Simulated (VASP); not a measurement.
# CuO (Tenorite) (C2/c) in VASP: single point with PBE

Aim: the single point of CuO (Tenorite) with PBE.

Everything below comes from runs of VASP 6.6.1. Logs are shortened: lines on timing, memory, paths and dates and some standing lists are left out, and cuts for length are marked.

## (1) The cell of the first run

The typed cell holds 4 atoms: a = 2.948 Å, b = 2.948 Å, c = 5.154 Å, α = 89.96°, β = 89.96°, γ = 89.24°.

## (2) Single point, PBE, collinear spin, ferromagnetic start

INCAR

```
SYSTEM = CuO
ALGO     = Normal         ! electronic algorithm
EDIFF    = 1E-7           ! SCF threshold, eV
ENCUT    = 520            ! plane-wave cutoff, eV
GGA      = PE             ! functional
ISIF     = 2              ! what is computed and relaxed
ISMEAR   = 0              ! smearing method
ISPIN    = 2              ! spin polarisation
LASPH    = .True.         ! aspherical terms in the spheres
LCHARG   = .True.         ! write CHGCAR
LELF     = .True.         ! ELF
LMAXMIX  = 4              ! l up to which the mixer works
LORBIT   = 11             ! projections on sites
LREAL    = .False.        ! projectors in reciprocal space
LVHAR    = .True.       
LWAVE    = .False.        ! write WAVECAR
MAGMOM   = 1 1 0 0        ! initial moments
NBANDS   = 29             ! bands
NELM     = 150            ! most SCF steps
PREC     = Accurate       ! precision mode
SIGMA    = 0.05           ! smearing width, eV
```

KPOINTS

```
k-points
0
Gamma
  8 8 4
  0 0 0
```

POSCAR

```
CuO
1.0
    2.0913971992     -2.0703595512      0.1656466170
    2.0913971992      2.0703595512      0.1656466170
   -0.4013604736      0.0000000000      5.1383018330
Cu O
2 2
Direct
    0.0000000000      0.5000000000      0.0000000000
    0.5000000000      0.0000000000      0.5000000000
    0.4998576677      0.5001423323      0.2500000000
    0.5001423323      0.4998576677      0.7500000000
```

Potentials or basis: VASP PAW PBE potentials, release 64 (Cu, O).

On the command line:

```
> cat potpaw_PBE.64/Cu/POTCAR potpaw_PBE.64/O/POTCAR > POTCAR
> mpirun -np 1 vasp_std > vasp.out
```

OUTCAR:

```text
SYSTEM = CuO
   EDIFF = 1E-7
   ENCUT = 520
   GGA = PE
   ISIF = 2
   ISMEAR = 0
   ISPIN = 2
   LASPH = .True.
   LORBIT = 11
   LREAL = .False.
   NELM = 150
   PREC = Accurate

 ion  position               nearest neighbor table
   1  0.000  0.500  0.000-   4 1.96   3 1.96   4 1.96   3 1.96
   2  0.500  0.000  0.500-   3 1.96   4 1.96   4 1.96   3 1.96
   3  0.500  0.500  0.250-   1 1.96   2 1.96   2 1.96   1 1.96
   4  0.500  0.500  0.750-   2 1.96   1 1.96   2 1.96   1 1.96

  LATTYP: Found a base centered monoclinic cell.
 ALAT       =     4.1958937291
 B/A-ratio  =     0.9868503279
 C/A-ratio  =     1.2283326897
 COS(beta)  =    -0.0010855867

  Lattice vectors:

 A1 = (  -2.0913971992,   2.0703595512,  -0.1656466170)
 A2 = (  -2.0913971992,  -2.0703595512,  -0.1656466170)
 A3 = (  -0.4013604736,   0.0000000000,   5.1383018330)

Analysis of symmetry for initial positions (statically):
=====================================================================
 Subroutine PRICEL returns:
 Original cell was already a primitive cell.

 Routine SETGRP: Setting up the symmetry group for a
 base centered monoclinic supercell.

 Subroutine GETGRP returns: Found  4 space group operations
 (whereof  2 operations were pure point group operations)
 out of a pool of  4 trial point group operations.

The static configuration has the point symmetry S_2 .
 The point group associated with its full space group is C_2h.

Analysis of symmetry for dynamics (positions and initial velocities):
=====================================================================
 Subroutine PRICEL returns:
 Original cell was already a primitive cell.

 Routine SETGRP: Setting up the symmetry group for a
 base centered monoclinic supercell.

 Subroutine GETGRP returns: Found  4 space group operations
 (whereof  2 operations were pure point group operations)
 out of a pool of  4 trial point group operations.

The dynamic configuration has the point symmetry S_2 .
 The point group associated with its full space group is C_2h.

Analysis of structural, dynamic, and magnetic symmetry:
=====================================================================
 Subroutine PRICEL returns:
 Original cell was already a primitive cell.

 Routine SETGRP: Setting up the symmetry group for a
 base centered monoclinic supercell.

 Subroutine GETGRP returns: Found  4 space group operations
 (whereof  2 operations were pure point group operations)
 out of a pool of  4 trial point group operations.

The overall configuration has the point symmetry S_2 .
 The point group associated with its full space group is C_2h.

 Subroutine INISYM returns: Found  4 space group operations
 (whereof  2 operations are pure point group operations),
 and found     1 'primitive' translations

----------------------------------------------------------------------------------------

                                     Primitive cell

  volume of cell :      44.7724

  direct lattice vectors                    reciprocal lattice vectors
     2.091397199 -2.070359551  0.165646617     0.237604629 -0.241503945  0.018559654
     2.091397199  2.070359551  0.165646617     0.237604629  0.241503945  0.018559654
    -0.401360474  0.000000000  5.138301833    -0.015319615  0.000000000  0.193420189

  length of vectors
     2.947502285  2.947502285  5.153953430     0.339300127  0.339300127  0.194025926

  position of ions in fractional coordinates (direct lattice)
     0.000000000  0.500000000  0.000000000
     0.500000000  0.000000000  0.500000000
     0.499857668  0.500142332  0.250000000
     0.500142332  0.499857668  0.750000000

  ion indices of the primitive-cell ions
   primitive index   ion index
                 1           1
                 2           2
                 3           3
                 4           4

----------------------------------------------------------------------------------------

 KPOINTS: k-points

Automatic generation of k-mesh.
 Grid dimensions read from file:
 generate k-points for:    8    8    4

 Generating k-lattice:

  Cartesian coordinates                     Fractional coordinates (reciprocal lattice)
     0.029700579 -0.030187993  0.002319957     0.125000000  0.000000000  0.000000000
     0.029700579  0.030187993  0.002319957     0.000000000  0.125000000  0.000000000
    -0.003829904  0.000000000  0.048355047     0.000000000  0.000000000  0.250000000

  Length of vectors
     0.042412516  0.042412516  0.048506482

  Shift w.r.t. Gamma in fractional coordinates (k-lattice)
     0.000000000  0.000000000  0.000000000

 Subroutine IBZKPT returns following result:
 ===========================================

 Found     78 irreducible k-points:

 Following reciprocal coordinates:
            Coordinates               Weight
  0.000000  0.000000  0.000000      1.000000
  0.125000  0.000000  0.000000      4.000000
  0.250000  0.000000  0.000000      4.000000
  0.375000  0.000000  0.000000      4.000000
  0.500000  0.000000  0.000000      2.000000
  0.125000  0.125000  0.000000      2.000000
[... 16 lines left out ...]
  0.125000  0.000000  0.250000      4.000000
  0.250000  0.000000  0.250000      4.000000
 [... further k-points ...]
   k-points           NKPTS =     78   k-points in BZ     NKDIM =     78   number of bands    NBANDS=     29
   number of dos      NEDOS =    301   number of ions     NIONS =      4
   total plane-waves  NPLWV =  23040
   dimension x,y,z NGX =    24 NGY =   24 NGZ =   40
   dimension x,y,z NGXF=    48 NGYF=   48 NGZF=   80
   ions per type =               2   2
   NGX,Y,Z   is equivalent  to a cutoff of  13.54, 13.54, 12.90 a.u.
   NGXF,Y,Z  is equivalent  to a cutoff of  27.07, 27.07, 25.80 a.u.
 SYSTEM =  CuO
   PREC   = accura    normal or accurate (medium, high low for compatibility)
   ISTART =      0    job   : 0-new  1-cont  2-samecut
   ICHARG =      2    charge: 1-file 2-atom 10-const
   ISPIN  =      2    spin polarized calculation?
   LNONCOLLINEAR =      F non collinear calculations
   LSORBIT =      F    spin-orbit coupling
   LASPH  =      T    aspherical Exc in radial PAW
   ENCUT  =  520.0 eV  38.22 Ry    6.18 a.u.   5.48  5.48  9.58*2*pi/ulx,y,z
   NELM   =    150;   NELMIN=  2; NELMDL= -5     # of ELM steps
   EDIFF  = 0.1E-06   stopping-criterion for ELM
   LREAL  =      F    real-space projection
   EDIFFG = 0.1E-05   stopping-criterion for IOM
   NSW    =      0    number of steps for IOM
   IBRION =     -1    ionic relax: 0-MD 1-quasi-New 2-CG
   NFREE  =      0    steps in history (QN), initial steepest desc. (CG)
   ISIF   =      2    stress and relaxation
   ISYM   =      2    0-nonsym 1-usesym 2-fastsym
   POTIM  = 0.5000    time-step for ionic-motion
   TEBEG  =    0.0;   TEEND  =   0.0 temperature during run
   PSTRESS=    0.0 pullay stress
   NELECT =      34.0000    total number of electrons
   NUPDOWN=      -1.0000    fix difference up-down
   EMIN   =  10.00;   EMAX   =-10.00  energy-range for DOS
   EFERMI =   0.00;   METHOD = LEGACY
   ISMEAR =     0;   SIGMA  =   0.05  broadening in eV -4-tet -1-fermi 0-gaus
   EFERMI_NEDOS =   21; number of points for ismear=-14 and -15
   IALGO  =     38    algorithm
   IMIX   =      4    mixing-type and parameters
     AMIX     =   0.40;   BMIX     =  1.00
     AMIX_MAG =   1.60;   BMIX_MAG =  1.00
  volume/ion in A,a.u.               =      11.19        75.53
  Fermi-wavevector in a.u.,A,eV,Ry     =   1.493589  2.822473 30.351968  2.230807
  Thomas-Fermi vector in A             =   2.605970
   LORBIT       =     11    0 simple, 1 ext, 2 COOP (PROOUT), +10 PAW based schemes
   GGA     = PE    functional components
   LHFCALC =     F    Hartree Fock is set to
   AEXX    =    0.0000 exact exchange contribution
   IVDW    =     0    specifies the selected vdW correction
   LEPSILON=     F    determine dielectric tensor
   LRPA    =     F    only Hartree local field effects (RPA)
 spin polarized calculation
 Gauss-broadening in eV      SIGMA  =   0.05
  energy-cutoff  :      520.00
  volume of cell :       44.77
 maximum number of plane-waves:      1225
 NGX is ok and might be reduce to    24
   NGX = 11   NGY = 11   NGZ = 19

 number of electron      34.0000018 magnetization      -0.0043351

 number of electron      34.0000018 magnetization       0.0004398

 Free energy of the ion-electron system (eV)
  ---------------------------------------------------
  ext. energy  EPLUGINS =         0.00000000
  ---------------------------------------------------
  free energy    TOTEN  =       -19.74303724 eV

  energy without entropy =      -19.74073002  energy(sigma->0) =      -19.74188363

 E-fermi :   4.8023     XC(G=0): -11.2590

 val. band max:        4.7965578871   @ k =  -0.1250  -0.1250   0.2500
 cond. band min:       4.8115388162   @ k =  -0.2500   0.1250   0.5000
 fundamental gap:      0.0149809290
 Fermi energy:         4.8022520254

 spin component 1

 k-point     1 :       0.0000    0.0000    0.0000
  band No.  band energies     occupation
      1     -14.9457      1.00000
      2     -13.6547      1.00000
      3      -3.2341      1.00000
      4      -0.6051      1.00000
      5      -0.5779      1.00000
      6       1.0944      1.00000
[... 757 lines left out ...]
     28      22.2516      0.00000
     29      25.4491      0.00000

 [... further k-points ...]

 spin component 2

 k-point     1 :       0.0000    0.0000    0.0000
  band No.  band energies     occupation
      1     -14.9456      1.00000
      2     -13.6546      1.00000
      3      -3.2341      1.00000
      4      -0.6050      1.00000
      5      -0.5778      1.00000
      6       1.0944      1.00000
[... 757 lines left out ...]
     28      22.2517      0.00000
     29      25.4492      0.00000

 [... further k-points ...]
[... 5 lines left out ...]
  --------------------------------------------------------------------------------------
  -------------------------------------------------------------------------------------
  Total        0.1319813      0.1751441      0.2578926      0.0000000      0.0000000     -0.0207667
  in kB        4.7229420      6.2675192      9.2286657      0.0000000      0.0000000     -0.7431342
  external PRESSURE =       6.7397090 kB  Pullay stress =       0.0000000 kB

 VOLUME and BASIS-vectors are now :
 -----------------------------------------------------------------------------
  energy-cutoff  :      520.00
  volume of cell :       44.77
      direct lattice vectors                 reciprocal lattice vectors
     2.091397199 -2.070359551  0.165646617     0.237604629 -0.241503945  0.018559654
     2.091397199  2.070359551  0.165646617     0.237604629  0.241503945  0.018559654
    -0.401360474  0.000000000  5.138301833    -0.015319615  0.000000000  0.193420189

 POSITION                                       TOTAL-FORCE (eV/Angst)
 -----------------------------------------------------------------------------------
      1.04570      1.03518      0.08282        -0.000000     -0.000000      0.000000
      0.84502     -1.03518      2.65197        -0.000000     -0.000000      0.000000
      1.99106      0.00059      1.45022         0.000000      0.002992     -0.000000
      1.79038     -0.00059      4.01937         0.000000     -0.002992     -0.000000
 -----------------------------------------------------------------------------------
    total drift:                                0.000000      0.000000     -0.000000

  FREE ENERGIE OF THE ION-ELECTRON SYSTEM (eV)
  ---------------------------------------------------
  free  energy   TOTEN  =       -19.7430372448 eV

  energy  without entropy=      -19.7407300187  energy(sigma->0) =      -19.74188363

 total charge

# of ion       s       p       d       tot
------------------------------------------
    1        0.388   0.381   9.122   9.890
    2        0.388   0.381   9.122   9.890
    3        1.577   3.373   0.000   4.950
    4        1.577   3.373   0.000   4.950
--------------------------------------------------
tot          3.929   7.508  18.243  29.680

 magnetization (x)

# of ion       s       p       d       tot
------------------------------------------
    1       -0.000   0.000   0.000   0.000
    2       -0.000   0.000   0.000   0.000
    3        0.000   0.000   0.000   0.000
    4        0.000   0.000   0.000   0.000
--------------------------------------------------
tot          0.000   0.000   0.000   0.000
```

Run time: 6.7 min. Hardware: 1 thread of AMD EPYC 7R13, shared host; peak memory 0.25 GiB.

Results:

```
Free energy                                           : -19.7430 eV
Pressure                                              : 0.7 GPa
Band gap on the k mesh                                : zero (filled and empty bands overlap)
Net moment                                            : 0.00 μB per cell
Valence electrons inside the program's atomic spheres : Cu 9.89; O 4.95
```

Forces on the atoms (eV/Å):
```
Cu   0.000  0.000  0.000
Cu   0.000  0.000  0.000
O    0.000  0.003  0.000
O    0.000 -0.003  0.000
```

Caveat: semilocal functionals often make such compounds metallic where correlation or magnetic order opens a gap, which also shifts bond lengths. With open d or f shells a metallic result of PBE can be an artefact of self-interaction; +U or a hybrid may open a gap.
